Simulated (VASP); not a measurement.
# CdTe (e600) (I-4m2) in VASP: notebook

The runs below take CdTe (e600) through single point, relaxation of the atoms, with PBEsol.

Everything below comes from runs of VASP 6.6.1. Logs are shortened: lines on timing, memory, paths and dates and some standing lists are left out, and cuts for length are marked.

## (1) The cell of the first run

The structure is tetragonal, space group I-4m2 (No. 119). The conventional cell has a = 4.456 Å, b = 4.456 Å, c = 6.660 Å, α = 90.00°, β = 90.00°, γ = 90.00°. Cd (site symmetry -4m2) has 4 Te at 2.78 Å within 3.7 Å. Te (site symmetry -4m2) has 4 Cd at 2.78 Å within 3.7 Å.

## (2) Single point, PBEsol (strained cell)

The input, INCAR:

```
SYSTEM = CdTe
PREC = Accurate
ENCUT = 500
EDIFF = 1E-6
ISMEAR = 0
SIGMA = 0.02
LREAL = .False.
LASPH = .True.
NELM = 120
ALGO = Normal
ISIF = 2
LWAVE = .False.
LCHARG = .True.
GGA = PS
LELF = .True.
LVHAR = .True.
NBANDS = 16
GGA_COMPAT = .False.
```

The input, KPOINTS:

```
regular mesh
0
Gamma
  6 6 6
  0 0 0
```

The input, POSCAR:

```
CdTe
1.0
    0.0000000000      3.1511616752      3.3301218951
    3.1511616752      0.0000000000      3.3301218951
    3.1511616752      3.1511616752      0.0000000000
Cd Te
1 1
Direct
    0.0000000000      0.0000000000      0.0000000000
    0.2500000000      0.2500000000      0.2500000000
```

Potentials or basis: VASP PAW PBE potentials, release 64 (Cd, Te).

Command:

```bash
$ cat potpaw_PBE.64/Cd/POTCAR potpaw_PBE.64/Te/POTCAR > POTCAR
$ mpirun -np 1 vasp_std > vasp.out
```

OUTCAR:

```text
SYSTEM = CdTe
   PREC = Accurate
   ENCUT = 500
   EDIFF = 1E-6
   ISMEAR = 0
   LREAL = .False.
   LASPH = .True.
   NELM = 120
   ISIF = 2
   GGA = PS

 ion  position               nearest neighbor table
   1  0.000  0.000  0.000-   2 2.78   2 2.78   2 2.78   2 2.78
   2  0.250  0.250  0.250-   1 2.78   1 2.78   1 2.78   1 2.78

  LATTYP: Found a body centered tetragonal cell.
 ALAT       =     4.4564155783
 C/A-ratio  =     1.4945293304

  Lattice vectors:

 A1 = (  -3.1511616752,   0.0000000000,   3.3301218951)
 A2 = (   3.1511616752,   0.0000000000,   3.3301218951)
 A3 = (   0.0000000000,   3.1511616752,  -3.3301218951)

Analysis of symmetry for initial positions (statically):
=====================================================================
 Subroutine PRICEL returns:
 Original cell was already a primitive cell.

 Routine SETGRP: Setting up the symmetry group for a
 body centered tetragonal supercell.

 Subroutine GETGRP returns: Found  8 space group operations
 (whereof  8 operations were pure point group operations)
 out of a pool of 16 trial point group operations.

The static configuration has the point symmetry D_2d.

Analysis of symmetry for dynamics (positions and initial velocities):
=====================================================================
 Subroutine PRICEL returns:
 Original cell was already a primitive cell.

 Routine SETGRP: Setting up the symmetry group for a
 body centered tetragonal supercell.

 Subroutine GETGRP returns: Found  8 space group operations
 (whereof  8 operations were pure point group operations)
 out of a pool of 16 trial point group operations.

The dynamic configuration has the point symmetry D_2d.

 Subroutine INISYM returns: Found  8 space group operations
 (whereof  8 operations are pure point group operations),
 and found     1 'primitive' translations

----------------------------------------------------------------------------------------

                                     Primitive cell

  volume of cell :      66.1350

  direct lattice vectors                    reciprocal lattice vectors
     0.000000000  3.151161675  3.330121895    -0.158671643  0.158671643  0.150144654
     3.151161675  0.000000000  3.330121895     0.158671643 -0.158671643  0.150144654
     3.151161675  3.151161675  0.000000000     0.158671643  0.158671643 -0.150144654

  length of vectors
     4.584706287  4.584706287  4.456415578     0.269994070  0.269994070  0.269994070

  position of ions in fractional coordinates (direct lattice)
     0.000000000  0.000000000  0.000000000
     0.250000000  0.250000000  0.250000000

  ion indices of the primitive-cell ions
   primitive index   ion index
                 1           1
                 2           2

----------------------------------------------------------------------------------------

 KPOINTS: regular mesh

Automatic generation of k-mesh.
 Grid dimensions read from file:
 generate k-points for:    6    6    6

 Generating k-lattice:

  Cartesian coordinates                     Fractional coordinates (reciprocal lattice)
    -0.026445274  0.026445274  0.025024109     0.166666667  0.000000000  0.000000000
     0.026445274 -0.026445274  0.025024109     0.000000000  0.166666667  0.000000000
     0.026445274  0.026445274 -0.025024109     0.000000000  0.000000000  0.166666667

  Length of vectors
     0.044999012  0.044999012  0.044999012

  Shift w.r.t. Gamma in fractional coordinates (k-lattice)
     0.000000000  0.000000000  0.000000000

 Subroutine IBZKPT returns following result:
 ===========================================

 Found     30 irreducible k-points:

 Following reciprocal coordinates:
            Coordinates               Weight
  0.000000  0.000000  0.000000      1.000000
  0.166667  0.000000  0.000000      8.000000
  0.333333  0.000000  0.000000      8.000000
  0.500000  0.000000  0.000000      4.000000
  0.166667  0.166667  0.000000      2.000000
  0.333333  0.166667  0.000000      8.000000
[... 16 lines left out ...]
  0.333333  0.000000  0.333333      4.000000
  0.500000 -0.000000  0.333333     16.000000
 [... further k-points ...]
   k-points           NKPTS =     30   k-points in BZ     NKDIM =     30   number of bands    NBANDS=     16
   number of dos      NEDOS =    301   number of ions     NIONS =      2
   total plane-waves  NPLWV =  46656
   dimension x,y,z NGX =    36 NGY =   36 NGZ =   36
   dimension x,y,z NGXF=    72 NGYF=   72 NGZF=   72
   ions per type =               1   1
   NGX,Y,Z   is equivalent  to a cutoff of  13.05, 13.05, 13.43 a.u.
   NGXF,Y,Z  is equivalent  to a cutoff of  26.11, 26.11, 26.86 a.u.
 SYSTEM =  CdTe
   PREC   = accura    normal or accurate (medium, high low for compatibility)
   ISTART =      0    job   : 0-new  1-cont  2-samecut
   ICHARG =      2    charge: 1-file 2-atom 10-const
   ISPIN  =      1    spin polarized calculation?
   LNONCOLLINEAR =      F non collinear calculations
   LSORBIT =      F    spin-orbit coupling
   LASPH  =      T    aspherical Exc in radial PAW
   ENCUT  =  500.0 eV  36.75 Ry    6.06 a.u.   8.36  8.36  8.13*2*pi/ulx,y,z
   NELM   =    120;   NELMIN=  2; NELMDL= -5     # of ELM steps
   EDIFF  = 0.1E-05   stopping-criterion for ELM
   LREAL  =      F    real-space projection
   EDIFFG = 0.1E-04   stopping-criterion for IOM
   NSW    =      0    number of steps for IOM
   IBRION =     -1    ionic relax: 0-MD 1-quasi-New 2-CG
   NFREE  =      0    steps in history (QN), initial steepest desc. (CG)
   ISIF   =      2    stress and relaxation
   ISYM   =      2    0-nonsym 1-usesym 2-fastsym
   POTIM  = 0.5000    time-step for ionic-motion
   TEBEG  =    0.0;   TEEND  =   0.0 temperature during run
   PSTRESS=    0.0 pullay stress
   NELECT =      18.0000    total number of electrons
   NUPDOWN=      -1.0000    fix difference up-down
   EMIN   =  10.00;   EMAX   =-10.00  energy-range for DOS
   EFERMI =   0.00;   METHOD = LEGACY
   ISMEAR =     0;   SIGMA  =   0.02  broadening in eV -4-tet -1-fermi 0-gaus
   EFERMI_NEDOS =   21; number of points for ismear=-14 and -15
   IALGO  =     38    algorithm
   IMIX   =      4    mixing-type and parameters
     AMIX     =   0.40;   BMIX     =  1.00
     AMIX_MAG =   1.60;   BMIX_MAG =  1.00
  volume/ion in A,a.u.               =      33.07       223.15
  Fermi-wavevector in a.u.,A,eV,Ry     =   1.060934  2.004875 15.314468  1.125582
  Thomas-Fermi vector in A             =   2.196333
   LORBIT       =      0    0 simple, 1 ext, 2 COOP (PROOUT), +10 PAW based schemes
   GGA     = PS    functional components
   LHFCALC =     F    Hartree Fock is set to
   AEXX    =    0.0000 exact exchange contribution
   IVDW    =     0    specifies the selected vdW correction
   LEPSILON=     F    determine dielectric tensor
   LRPA    =     F    only Hartree local field effects (RPA)
 non-spin polarized calculation
 Gauss-broadening in eV      SIGMA  =   0.02
  energy-cutoff  :      500.00
  volume of cell :       66.14
 maximum number of plane-waves:      1697
 NGX is ok and might be reduce to    36
   NGX = 17   NGY = 17   NGZ = 17

 number of electron      17.9999996 magnetization

 Free energy of the ion-electron system (eV)
  ---------------------------------------------------
  ext. energy  EPLUGINS =         0.00000000
  ---------------------------------------------------
  free energy    TOTEN  =        -5.46407124 eV

  energy without entropy =       -5.46407124  energy(sigma->0) =       -5.46407124

 E-fermi :   2.6886     XC(G=0):  -8.9102

 val. band max:        2.5448531290   @ k =   0.0000   0.0000   0.0000
 cond. band min:       3.2113957104   @ k =   0.0000   0.0000   0.0000
 fundamental gap:      0.6665425815
 Fermi energy:         2.6885962016

 k-point     1 :       0.0000    0.0000    0.0000
  band No.  band energies     occupation
      1      -8.8973      2.00000
      2      -5.8929      2.00000
      3      -5.8781      2.00000
      4      -5.8781      2.00000
      5      -5.6043      2.00000
      6      -5.5926      2.00000
[... 8 lines left out ...]
     15      11.4026      0.00000
     16      11.9035      0.00000

 k-point     2 :       0.1667    0.0000    0.0000
  band No.  band energies     occupation
      1      -8.7881      2.00000
      2      -5.8687      2.00000
      3      -5.8575      2.00000
      4      -5.7997      2.00000
      5      -5.6029      2.00000
      6      -5.5960      2.00000
[... 8 lines left out ...]
     15      10.9809      0.00000
     16      11.1409      0.00000

 k-point     3 :       0.3333    0.0000    0.0000
  band No.  band energies     occupation
      1      -8.5684      2.00000
      2      -5.8349      2.00000
      3      -5.8209      2.00000
      4      -5.6000      2.00000
      5      -5.5969      2.00000
      6      -5.5012      2.00000
[... 8 lines left out ...]
     15      11.3350      0.00000
     16      11.4340      0.00000

 k-point     4 :       0.5000    0.0000    0.0000
  band No.  band energies     occupation
      1      -8.4603      2.00000
      2      -5.8227      2.00000
      3      -5.8061      2.00000
      4      -5.5933      2.00000
      5      -5.5860      2.00000
      6      -5.2301      2.00000
[... 8 lines left out ...]
     15      12.6504      0.00000
     16      12.9491      0.00000
[... 324 lines left out ...]
 k-point    22 :      -0.3333    0.5000    0.1667
  band No.  band energies     occupation
      1      -8.3411      2.00000
      2      -5.7452      2.00000
      3      -5.7345      2.00000
      4      -5.6449      2.00000
      5      -5.5874      2.00000
      6      -5.0520      2.00000
[... 8 lines left out ...]
     15      13.5628      0.00000
     16      13.8256      0.00000

 k-point    23 :       0.3333    0.0000    0.3333
  band No.  band energies     occupation
      1      -8.4555      2.00000
      2      -5.7706      2.00000
      3      -5.7377      2.00000
      4      -5.7121      2.00000
      5      -5.5758      2.00000
      6      -5.3839      2.00000
[... 8 lines left out ...]
     15      12.5523      0.00000
     16      14.6952      0.00000

 k-point    24 :       0.5000   -0.0000    0.3333
  band No.  band energies     occupation
      1      -8.3536      2.00000
      2      -5.7616      2.00000
      3      -5.7239      2.00000
      4      -5.6777      2.00000
      5      -5.5752      2.00000
      6      -5.1132      2.00000
[... 8 lines left out ...]
     15      13.0520      0.00000
     16      14.1111      0.00000

 [... further k-points ...]

------------------------ aborting loop because EDIFF is reached ----------------------------------------

  FORCE on cell =-STRESS in cart. coord.  units (eV):
  Direction    XX          YY          ZZ          XY          YZ          ZX
  --------------------------------------------------------------------------------------
  -------------------------------------------------------------------------------------
  Total        0.7962580      0.7962580      0.3848396      0.0000000     -0.0000000      0.0000000
  in kB       19.2900292     19.2900292      9.3230670      0.0000000     -0.0000000      0.0000000
  external PRESSURE =      15.9677084 kB  Pullay stress =       0.0000000 kB

 VOLUME and BASIS-vectors are now :
 -----------------------------------------------------------------------------
  energy-cutoff  :      500.00
  volume of cell :       66.14
      direct lattice vectors                 reciprocal lattice vectors
     0.000000000  3.151161675  3.330121895    -0.158671643  0.158671643  0.150144654
     3.151161675  0.000000000  3.330121895     0.158671643 -0.158671643  0.150144654
     3.151161675  3.151161675  0.000000000     0.158671643  0.158671643 -0.150144654

 POSITION                                       TOTAL-FORCE (eV/Angst)
 -----------------------------------------------------------------------------------
      0.00000      0.00000      0.00000        -0.000000      0.000000      0.000000
      1.57558      1.57558      1.66506         0.000000     -0.000000     -0.000000
 -----------------------------------------------------------------------------------
    total drift:                                0.000000      0.000000     -0.000000

  FREE ENERGIE OF THE ION-ELECTRON SYSTEM (eV)
  ---------------------------------------------------
  free  energy   TOTEN  =        -5.4640712436 eV

  energy  without entropy=       -5.4640712436  energy(sigma->0) =       -5.46407124
```

Wall time 23 s (1 thread of AMD EPYC 9R45 (Zen 5), shared host); peak memory 0.18 GiB.

What came out:

```
Free energy            : -5.4641 eV
Pressure               : 1.6 GPa
Band gap on the k mesh : 0.67 eV, direct
```

Stress tensor (GPa, compression positive):
```
1.93 0.00 0.00
0.00 1.93 0.00
0.00 0.00 0.93
```

Levels at points of the mesh, in eV from the valence-band top:
| k point | band 6 | band 7 | band 8 | band 9 | band 10 | band 11 | band 12 | band 13 |
| --- | --- | --- | --- | --- | --- | --- | --- | --- |
| (0.00, 0.00, 0.00) | -8.14 | -0.21 | 0.00 | 0.00 | 0.67 | 4.47 | 4.47 | 4.48 |
| (0.50, 0.00, 0.00) | -7.78 | -4.70 | -1.04 | -0.75 | 1.66 | 4.92 | 5.23 | 6.90 |
| (0.50, 0.50, 0.00) | -7.70 | -4.74 | -1.88 | -1.88 | 2.51 | 2.80 | 8.53 | 9.15 |
| (0.50, 0.00, 0.50) | -7.60 | -4.46 | -2.17 | -2.08 | 2.28 | 2.38 | 8.85 | 8.91 |

Caveat: the cell differs from its parent crystal (strained cell); the PAW data sets were made with another functional, which shifts forces and pressure a little; spin-orbit coupling is left out, which moves the levels of the heavy elements.

## (3) Relaxation of the atoms, PBEsol (strained cell)

The input, INCAR:

```
SYSTEM = CdTe
PREC = Accurate
ENCUT = 450
EDIFF = 1E-7
ISMEAR = 0
SIGMA = 0.02
LREAL = .FALSE.
LASPH = .TRUE.
NELM = 120
ALGO = Normal
ISIF = 2
LWAVE = .FALSE.
LCHARG = .FALSE.
GGA = PS
IBRION = 2
NSW = 60
EDIFFG = -0.002
GGA_COMPAT = .FALSE.
NELMIN = 4
```

The input, KPOINTS:

```
Automatic mesh
0
G
  6 6 6
  0 0 0
```

POSCAR is that of step 2.

Potentials or basis: VASP PAW PBE potentials, release 64 (Cd, Te).

Command:

```bash
$ cat potpaw_PBE.64/Cd/POTCAR potpaw_PBE.64/Te/POTCAR > POTCAR
$ mpirun -np 1 vasp_std > vasp.out
```

Run time: 12 s. Hardware: 1 thread of AMD EPYC 9R45 (Zen 5), shared host; peak memory 0.15 GiB.

The run converged. Its results:

```
Free energy             : -5.4638 eV
Pressure after relaxing : 1.5 GPa
Band gap on the k mesh  : 0.67 eV, direct
```

Stress tensor (GPa, compression positive):
```
1.84 0.00 0.00
0.00 1.84 0.00
0.00 0.00 0.84
```

Final structure:
```
CELL_PARAMETERS angstrom
0.00000 3.15116 3.33012
3.15116 0.00000 3.33012
3.15116 3.15116 0.00000
ATOMIC_POSITIONS crystal
Cd 0.00000 0.00000 0.00000
Te 0.25000 0.25000 0.25000
```

Levels at points of the mesh, in eV from the valence-band top:
```csv
k point,band 6,band 7,band 8,band 9,band 10,band 11,band 12,band 13
"(0.00, 0.00, 0.00)",-8.14,-0.21,0.00,0.00,0.67,4.47,4.47,4.48
"(0.50, 0.00, 0.00)",-7.78,-4.70,-1.04,-0.75,1.66,4.92,5.23,6.90
"(0.50, 0.50, 0.00)",-7.70,-4.74,-1.88,-1.88,2.51,2.80,8.53,9.15
"(0.50, 0.00, 0.50)",-7.60,-4.46,-2.17,-2.08,2.28,2.38,8.85,8.91
```

Caveat: the cell differs from its parent crystal (strained cell); the relaxation stopped at its first step, so nothing moved; the PAW data sets were made with another functional, which shifts forces and pressure a little; spin-orbit coupling is left out, which moves the levels of the heavy elements.
